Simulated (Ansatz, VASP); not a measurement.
## Rb2Zn2P in VASP and in Ansatz

```xyz
5
Lattice="4.4492 0.0000 0.0000 -2.2246 3.8531 0.0000 0.0000 0.0000 10.6145" Properties=species:S:1:pos:R:3 pbc="T T T"
Rb    0.0000    2.5687    7.5127
Rb    2.2246    1.2844    3.1018
Zn    0.0000    2.5687    0.6354
Zn    2.2246    1.2844    9.9791
P     0.0000    0.0000    0.0000
```

Alike in both runs: functional PBE; k mesh 12 × 12 × 4; occupations gaussian, width 0.1 eV; no spin polarisation.

Ansatz relaxed the structure, and its values are those at the end. VASP's run is a single point on that final structure, the one shown.

|  | VASP | Ansatz |
| --- | --- | --- |
| version | VASP 6.6.1 | Ansatz 0.2.0 |
| potentials or method | VASP PAW PBE potentials, release 64 (Rb_sv, Zn, P), cutoff 520 eV | scalar-relativistic, plane waves, PAW |
| valence electrons in the cell | 47 | 47 |

```tsv
	VASP	Ansatz	Ansatz less VASP
gap on the k mesh at the Fermi level (eV)	none	none	-
pressure (GPa)	0.0	0.0	-0.04
```

A gap of «none» marks a metal or a gap that the smearing closes.
